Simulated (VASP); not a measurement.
# CsCdPO4 (P2_1) in VASP: single point with PBE

Aim: the single point of CsCdPO4 with PBE.

Everything below comes from runs of VASP 6.6.1. Logs are shortened: lines on timing, memory, paths and dates and some standing lists are left out, and cuts for length are marked.

**1. The cell of the first run**

It takes space group P2_1 (No. 4, monoclinic). The conventional cell has a = 9.059 Å, b = 5.641 Å, c = 9.463 Å, α = 90.00°, β = 90.24°, γ = 90.00°. Cs (site symmetry 1) has 18 O at 2.90 to 4.69 Å and 6 P at 3.63 to 4.32 Å and 6 Cd at 3.85 to 4.48 Å and 2 Cs at 4.27 Å within 4.7 Å. Cs (site symmetry 1) has 18 O at 3.05 to 4.97 Å and 6 P at 3.74 to 4.44 Å and 6 Cd at 3.88 to 4.40 Å and 4 Cs at 4.24 to 4.93 Å within 5.0 Å. Cd (site symmetry 1) has 5 O at 2.18 to 2.57 Å and 1 P at 3.01 Å within 3.1 Å. Within 2.9 Å of Cd (site symmetry 1) lie 4 O at 2.17 to 2.20 Å. P (site symmetry 1) has 4 O at 1.56 Å within 2.1 Å. Within 2.1 Å of P (site symmetry 1) lie 4 O at 1.55 to 1.57 Å. Within 2.1 Å of O (site symmetry 1) lie 1 P at 1.56 Å. Within 2.2 Å of O (site symmetry 1) lie 1 P at 1.56 Å and 1 Cd at 2.17 Å.

**2. Single point, PBE**

Contents of INCAR:

```
PREC = Accurate ; ENCUT = 600
EDIFF = 1E-6 ; ISMEAR = -1
SIGMA = 0.02 ; LREAL = Auto
LASPH = True ; NELM = 120
ALGO = Normal ; ISIF = 2
LWAVE = False ; LCHARG = False
GGA = PE ; NBANDS = 136
GGA_COMPAT = False
```

Contents of KPOINTS:

```
Automatic mesh
0
Gamma
  3 4 3
```

Contents of POSCAR:

```
CsCdPO4
1.0
    9.0589000000      0.0000000000      0.0000000000
    0.0000000000      5.6406000000      0.0000000000
   -0.0403007454      0.0000000000      9.4633141874
Cs Cd P O
4 4 4 16
Direct
    0.1761544333      0.8856535887      0.0164939771
    0.8238455667      0.3856535887      0.9835060229
    0.3265214167      0.9273284232      0.5167154652
    0.6734785833      0.4273284232      0.4832845348
    0.0751044505      0.4391964596      0.3413083659
    0.9248955495      0.9391964596      0.6586916341
    0.5966608714      0.8762653378      0.1628581086
    0.4033391286      0.3762653378      0.8371418914
    0.6015751162      0.8758432917      0.8109296300
    0.3984248838      0.3758432917      0.1890703700
    0.9162303321      0.9047979067      0.3066851202
    0.0837696679      0.4047979067      0.6933148798
    0.9360230718      0.6852882540      0.2088166297
    0.0639769282      0.1852882540      0.7911833703
    0.4176481737      0.1080629809      0.2264853789
    0.5823518263      0.6080629809      0.7735146211
    0.6891286851      0.9026574133      0.9520677398
    0.3108713149      0.4026574133      0.0479322602
    0.4465952282     -0.0064558485      0.8214927078
    0.5534047718      0.4935441515      0.1785072922
    0.9835347718      0.1257495614      0.2339869903
    0.0164652282      0.6257495614      0.7660130097
    1.0014434941      0.8424523436      0.4463849164
   -0.0014434941      0.3424523436      0.5536150836
    0.7494276758      0.9450824177      0.3395588454
    0.2505723242      0.4450824177      0.6604411546
    0.6896543279      0.9978278700      0.6897980635
    0.3103456721      0.4978278700      0.3102019365
```

Potentials or basis: VASP PAW PBE potentials, release 64 (Cs_sv, Cd_sv_GW, P, O).

Launch:

```
> cat potpaw_PBE.64/Cs_sv/POTCAR potpaw_PBE.64/Cd_sv_GW/POTCAR potpaw_PBE.64/P/POTCAR potpaw_PBE.64/O/POTCAR > POTCAR
> mpirun -np 1 vasp_std > vasp.out
```

OUTCAR:

```text
PREC = Accurate
   ENCUT = 600
   EDIFF = 1E-6
   ISMEAR = -1
   LREAL = Auto
   LASPH = True
   NELM = 120
   ISIF = 2
   GGA = PE

 ion  position               nearest neighbor table
   1  0.176  0.886  0.016-
   2  0.824  0.386  0.984-
   3  0.327  0.927  0.517-
   4  0.673  0.427  0.483-
   5  0.075  0.439  0.341-  28 2.18  24 2.20  21 2.20  13 2.25
   6  0.925  0.939  0.659-  27 2.18  23 2.20  22 2.20  14 2.25
   7  0.597  0.876  0.163-  15 2.17  17 2.17  20 2.20  25 2.20
   8  0.403  0.376  0.837-  16 2.17  18 2.17  19 2.20  26 2.20
   9  0.602  0.876  0.811-  19 1.56  17 1.56  27 1.56  16 1.56
  10  0.398  0.376  0.189-  20 1.56  18 1.56  28 1.56  15 1.56
  11  0.916  0.905  0.307-  21 1.55  13 1.56  25 1.56  23 1.57
  12  0.084  0.405  0.693-  22 1.55  14 1.56  26 1.56  24 1.57
  13  0.936  0.685  0.209-  11 1.56   5 2.25
  14  0.064  0.185  0.791-  12 1.56   6 2.25
  15  0.418  0.108  0.226-  10 1.56   7 2.17
  16  0.582  0.608  0.774-   9 1.56   8 2.17
  17  0.689  0.903  0.952-   9 1.56   7 2.17
  18  0.311  0.403  0.048-  10 1.56   8 2.17
[... 8 lines left out ...]
  27  0.690  0.998  0.690-   9 1.56   6 2.18
  28  0.310  0.498  0.310-  10 1.56   5 2.18

  LATTYP: Found a simple monoclinic cell.
 ALAT       =     9.0589000000
 B/A-ratio  =     0.6226583802
 C/A-ratio  =     1.0446522205
 COS(beta)  =    -0.0042585905

  Lattice vectors:

 A1 = (   9.0589000000,   0.0000000000,   0.0000000000)
 A2 = (   0.0000000000,   5.6406000000,   0.0000000000)
 A3 = (  -0.0403007454,   0.0000000000,   9.4633141874)

Analysis of symmetry for initial positions (statically):
=====================================================================
 Subroutine PRICEL returns:
 Original cell was already a primitive cell.

 Routine SETGRP: Setting up the symmetry group for a
 simple monoclinic supercell.

 Subroutine GETGRP returns: Found  2 space group operations
 (whereof  1 operations were pure point group operations)
 out of a pool of  4 trial point group operations.

The static configuration has the point symmetry C_1 .
 The point group associated with its full space group is C_2 .

Analysis of symmetry for dynamics (positions and initial velocities):
[... 152 lines left out ...]
   ENCUT  =  600.0 eV  44.10 Ry    6.64 a.u.  18.09 11.27 18.90*2*pi/ulx,y,z
   NELM   =    120;   NELMIN=  2; NELMDL= -5     # of ELM steps
   EDIFF  = 0.1E-05   stopping-criterion for ELM
   LREAL  =      T    real-space projection
   EDIFFG = 0.1E-04   stopping-criterion for IOM
   NSW    =      0    number of steps for IOM
   IBRION =     -1    ionic relax: 0-MD 1-quasi-New 2-CG
   NFREE  =      0    steps in history (QN), initial steepest desc. (CG)
   ISIF   =      2    stress and relaxation
   ISYM   =      2    0-nonsym 1-usesym 2-fastsym
   POTIM  = 0.5000    time-step for ionic-motion
   TEBEG  =    0.0;   TEEND  =   0.0 temperature during run
   PSTRESS=    0.0 pullay stress
   NELECT =     232.0000    total number of electrons
   NUPDOWN=      -1.0000    fix difference up-down
   EMIN   =  10.00;   EMAX   =-10.00  energy-range for DOS
   EFERMI =   0.00;   METHOD = LEGACY
   ISMEAR =    -1;   SIGMA  =   0.02  broadening in eV -4-tet -1-fermi 0-gaus
   EFERMI_NEDOS =   21; number of points for ismear=-14 and -15
   IALGO  =     38    algorithm
   IMIX   =      4    mixing-type and parameters
     AMIX     =   0.40;   BMIX     =  1.00
     AMIX_MAG =   1.60;   BMIX_MAG =  1.00
  volume/ion in A,a.u.               =      17.27       116.54
  Fermi-wavevector in a.u.,A,eV,Ry     =   1.281611  2.421893 22.347925  1.642526
  Thomas-Fermi vector in A             =   2.413971
   LORBIT       =      0    0 simple, 1 ext, 2 COOP (PROOUT), +10 PAW based schemes
   GGA     = PE    functional components
   LHFCALC =     F    Hartree Fock is set to
   AEXX    =    0.0000 exact exchange contribution
   IVDW    =     0    specifies the selected vdW correction
   LEPSILON=     F    determine dielectric tensor
   LRPA    =     F    only Hartree local field effects (RPA)
 non-spin polarized calculation
  energy-cutoff  :      600.00
  volume of cell :      483.55
 maximum number of plane-waves:     16158
   NGX = 37   NGY = 23   NGZ = 37

 number of electron     231.9999972 magnetization

 Free energy of the ion-electron system (eV)
  ---------------------------------------------------
  ext. energy  EPLUGINS =         0.00000000
  ---------------------------------------------------
  free energy    TOTEN  =      -163.75880204 eV

  energy without entropy =     -163.75880204  energy(sigma->0) =     -163.75880204

 E-fermi :   1.8981     XC(G=0):  -9.3126

 val. band max:        1.3247863400   @ k =  -0.3333   0.0000   0.3333
 cond. band min:       4.3506975716   @ k =   0.0000   0.0000   0.0000
 fundamental gap:      3.0259112316
 Fermi energy:         1.8981121565

 k-point     1 :       0.0000    0.0000    0.0000
  band No.  band energies     occupation
      1     -98.9729      2.00000
      2     -98.9729      2.00000
      3     -98.7584      2.00000
      4     -98.7584      2.00000
      5     -60.0955      2.00000
      6     -60.0955      2.00000
[... 1954 lines left out ...]
    127       8.4954      0.00000
    128       8.4954      0.00000
 [bands above 128 left out]

------------------------ aborting loop because EDIFF is reached ----------------------------------------

  FORCE on cell =-STRESS in cart. coord.  units (eV):
  Direction    XX          YY          ZZ          XY          YZ          ZX
  --------------------------------------------------------------------------------------
  -------------------------------------------------------------------------------------
  Total        5.8670789      6.8889673      6.6938759      0.0000000      0.0000000     -0.1381048
  in kB       19.4396520     22.8255197     22.1791150      0.0000000      0.0000000     -0.4575886
  external PRESSURE =      21.4814289 kB  Pullay stress =       0.0000000 kB

 VOLUME and BASIS-vectors are now :
 -----------------------------------------------------------------------------
  energy-cutoff  :      600.00
  volume of cell :      483.55
      direct lattice vectors                 reciprocal lattice vectors
     9.058900000  0.000000000  0.000000000     0.110388679  0.000000000  0.000470104
     0.000000000  5.640600000  0.000000000     0.000000000  0.177286104  0.000000000
    -0.040300745  0.000000000  9.463314187     0.000000000  0.000000000  0.105671225

 POSITION                                       TOTAL-FORCE (eV/Angst)
 -----------------------------------------------------------------------------------
      1.59510      4.99562      0.15609        -0.003650      0.002372     -0.005107
      7.42350      2.17532      9.30723         0.003650      0.002372      0.005107
      2.93710      5.23069      4.88984         0.003745      0.001260      0.000927
      6.08150      2.41039      4.57347        -0.003745      0.001260     -0.000927
      0.66661      2.47733      3.22991         0.003016     -0.003102     -0.003496
      8.35199      5.29763      6.23341        -0.003016     -0.003102      0.003496
[... 20 lines left out ...]
      6.21971      5.62835      6.52778        -0.018434     -0.034648      0.047825
      2.79889      2.80805      2.93554         0.018434     -0.034648     -0.047825
 -----------------------------------------------------------------------------------
    total drift:                               -0.000000     -0.001612      0.000005

  FREE ENERGIE OF THE ION-ELECTRON SYSTEM (eV)
  ---------------------------------------------------
  free  energy   TOTEN  =      -163.7588020412 eV

  energy  without entropy=     -163.7588020412  energy(sigma->0) =     -163.75880204
```

OSZICAR:

```text
N       E                     dE             d eps       ncg     rms          rms(c)
DAV:   1     0.380908123822E+04    0.38091E+04   -0.13099E+05  4480   0.199E+03
DAV:   2     0.475245231673E+03   -0.33338E+04   -0.30005E+04  4080   0.609E+02
DAV:   3    -0.144105835081E+03   -0.61935E+03   -0.60601E+03  6400   0.287E+02
DAV:   4    -0.189549641834E+03   -0.45444E+02   -0.45138E+02  6400   0.115E+02
DAV:   5    -0.191304121960E+03   -0.17545E+01   -0.17471E+01  6024   0.219E+01    0.520E+01
DAV:   6    -0.163336931375E+03    0.27967E+02   -0.11553E+02  7304   0.805E+01    0.373E+01
DAV:   7    -0.164009431229E+03   -0.67250E+00   -0.15201E+01  6024   0.157E+01    0.201E+01
DAV:   8    -0.163822272258E+03    0.18716E+00   -0.26815E+00  6272   0.142E+01    0.724E+00
DAV:   9    -0.163752658190E+03    0.69614E-01   -0.47220E-01  6936   0.827E+00    0.810E-01
DAV:  10    -0.163758732557E+03   -0.60744E-02   -0.12558E-01  5816   0.171E+00    0.560E-01
DAV:  11    -0.163758448340E+03    0.28422E-03   -0.59370E-03  6984   0.908E-01    0.346E-01
DAV:  12    -0.163758579086E+03   -0.13075E-03   -0.22609E-03  7416   0.411E-01    0.115E-01
DAV:  13    -0.163758744911E+03   -0.16582E-03   -0.56527E-04  7144   0.209E-01    0.341E-02
DAV:  14    -0.163758799035E+03   -0.54124E-04   -0.12395E-04  6432   0.692E-02    0.377E-02
DAV:  15    -0.163758802428E+03   -0.33927E-05   -0.21704E-05  6528   0.420E-02    0.126E-02
DAV:  16    -0.163758802518E+03   -0.89633E-07   -0.12750E-05  5616   0.227E-02    0.568E-03
DAV:  17    -0.163758802041E+03    0.47646E-06   -0.25631E-06  3288   0.142E-02
   1 F= -.16375880E+03 E0= -.16375880E+03  d E =-.748724E-13
```

Wall time 36 min (1 thread of AMD EPYC 7R43 (Zen 3), shared host); peak memory 1 GiB.

What came out:

```yaml
Free_energy: -163.7588 eV
Pressure: 2.1 GPa
Largest_force: 0.075 eV/Å
Band_gap_on_the_k_mesh: 3.03 eV (least direct gap 3.06 eV)
```

Forces on the atoms (eV/Å):
```
Cs  -0.004  0.002 -0.005
Cs   0.004  0.002  0.005
Cs   0.004  0.001  0.001
Cs  -0.004  0.001 -0.001
Cd   0.003 -0.003 -0.003
Cd  -0.003 -0.003  0.003
Cd   0.005 -0.005  0.007
Cd  -0.005 -0.005 -0.007
P   -0.007  0.010 -0.013
P    0.007  0.010  0.013
P    0.013  0.017 -0.025
P   -0.013  0.017  0.025
O   -0.016  0.039  0.045
O    0.016  0.039 -0.045
O   -0.002  0.059 -0.021
O    0.002  0.059  0.021
O   -0.036 -0.016 -0.059
O    0.036 -0.016  0.059
O    0.067 -0.028  0.000
O   -0.067 -0.028  0.000
O   -0.031 -0.038  0.057
O    0.031 -0.038 -0.057
O   -0.025  0.010 -0.037
O    0.025  0.010  0.037
O    0.055 -0.015 -0.012
O   -0.055 -0.015  0.012
O   -0.018 -0.035  0.048
O    0.018 -0.035 -0.048
```

Caveat: spin-orbit coupling is left out, which moves the levels of the heavy elements. A k mesh can miss the band edges.
